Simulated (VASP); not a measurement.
Wanted: the native input for a VASP 6.6.1 run.

```yaml
Task: single point
Functional: PBEsol
Potentials_or_basis: VASP PAW PBE potentials, release 64 (Al, Cu)
Cutoff: 520 eV
k_mesh: 12 × 12 × 12
Occupations: gaussian, width 0.15 eV
Spin: no spin polarisation
Dipole_correction: no
Further_INCAR_settings: ALGO = Fast; EDIFF = 1e-06; NBANDS = 18
```

The structure of Al3Cu lies in POSCAR:

```
Al3Cu
1.0
    3.7950449336      0.0000000000      0.0000000000
    0.0000000000      3.8923537780      0.0000000000
    0.0000000000      0.0000000000      3.8923537780
Al Cu
3 1
Direct
    0.0000000000      0.5000000000      0.5000000000
    0.5000000000      0.0000000000      0.5000000000
    0.5000000000      0.5000000000      0.0000000000
    0.0000000000      0.0000000000      0.0000000000
```

This cell differs from its parent crystal: strain -0.0250 x Voigt [1, 0, 0, 0, 0, 0].

The input as run:

INCAR

```
SYSTEM = Al3Cu
PREC = Accurate
ENCUT = 520
EDIFF = 1E-6
ISMEAR = 0
SIGMA = 0.15
LREAL = .False.
LASPH = .True.
NELM = 100
ALGO = Fast
ISIF = 2
LWAVE = .False.
LCHARG = .True.
GGA = PS
LELF = .True.
LVHAR = .True.
NBANDS = 18
```

KPOINTS

```
Automatic mesh
0
Gamma
  12 12 12
  0 0 0
```

Potentials or basis: VASP PAW PBE potentials, release 64 (Al, Cu).

Command:

```bash
$ cat potpaw_PBE.64/Al/POTCAR potpaw_PBE.64/Cu/POTCAR > POTCAR
$ mpirun -np 1 vasp_std > vasp.out
```

Results of the run:

The pressure is 2.7 GPa and the band gap on the k mesh is zero (bands 10 and 11 overlap by 4.08 eV).

Caveat: the cell differs from its parent crystal (strain -0.0250 x Voigt [1, 0, 0, 0, 0, 0]); the PAW data sets were made with another functional, which shifts forces and pressure a little.

Wall time 6.5 min on 1 thread of Intel Xeon 8259CL (shared host), peak memory 0.31 GiB.
